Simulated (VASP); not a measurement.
Here is a VASP 6.6.1 calculation.

The input INCAR:

```
PREC     = Accurate       # precision mode
ENCUT    = 600            # plane-wave cutoff, eV
EDIFF    = 1E-6           # SCF threshold, eV
ISMEAR   = 1              # smearing method
SIGMA    = 0.0104         # smearing width, eV
LREAL    = False          # projectors in reciprocal space
LASPH    = True           # aspherical terms in the spheres
NELM     = 80             # most SCF steps
ALGO     = Normal         # electronic algorithm
ISIF     = 3              # what is computed and relaxed
LWAVE    = False          # write WAVECAR
LCHARG   = False          # write CHGCAR
GGA      = PS             # functional
IBRION   = 2              # ionic algorithm
NSW      = 100            # ionic steps
EDIFFG   = -0.01          # ionic threshold
```

File KPOINTS:

```
Automatic mesh
0
Gamma
  6 6 6
```

Contents of POSCAR:

```
Zn2CO4
1.0
    0.0000000000      4.0815180000      4.0815180000
    4.0815180000      0.0000000000      4.0815180000
    4.0815180000      4.0815180000      0.0000000000
C Zn O
2 4 8
Direct
    0.1250000000      0.1250000000      0.1250000000
    0.8750000000      0.8750000000      0.8750000000
    0.5000000000      0.5000000000      0.5000000000
    0.0000000000      0.5000000000      0.5000000000
    0.5000000000      0.5000000000      0.0000000000
    0.5000000000      0.0000000000      0.5000000000
    0.2466000000      0.2466000000      0.2466000000
    0.2398000000      0.7534000000      0.7534000000
    0.2466000000      0.2466000000      0.7602000000
    0.7534000000      0.2398000000      0.7534000000
    0.7602000000      0.2466000000      0.2466000000
    0.7534000000      0.7534000000      0.7534000000
    0.2466000000      0.7602000000      0.2466000000
    0.7534000000      0.7534000000      0.2398000000
```

Potentials or basis: VASP PAW PBE potentials, release 64 (C, Zn, O).

Run with:

```sh
$ cat potpaw_PBE.64/C/POTCAR potpaw_PBE.64/Zn/POTCAR potpaw_PBE.64/O/POTCAR > POTCAR
$ mpirun -np 1 vasp_std > vasp.out
```

Question: Predict the relaxed volume.

Answer: 8.37 Å³/atom.

Question: Estimate the band gap on the k mesh.

Answer: 1.65 eV.

Question: Estimate the space group after relaxing (to 0.1 Å).

Answer: Fd-3m (No. 227).

Question: What does it give for the relaxed cell?

Answer: a = 5.492 Å, b = 5.492 Å, c = 5.492 Å, α = 60.00°, β = 60.00°, γ = 60.00°.

The path:
| step | energy change (eV) | largest force (eV/Å) | pressure (GPa) | volume (Å³) |
| --- | --- | --- | --- | --- |
| 1 | 0.0000 | 4.0340 | -21.18 | 135.99 |
| 2 | -6.4065 | 0.6521 | 9.70 | 112.24 |
| 3 | -6.4087 | 0.7740 | 8.77 | 112.52 |
| 4 | -6.4832 | 1.1069 | -0.30 | 118.55 |
| 5 | -6.5813 | 0.3093 | 3.07 | 115.88 |
| 6 | -6.5744 | 0.3432 | -3.44 | 118.68 |
| 7 | -6.5993 | 0.0033 | -0.01 | 117.15 |

Caveat: the PAW data sets were made with another functional, which shifts forces and pressure a little. A k mesh can miss the band edges.
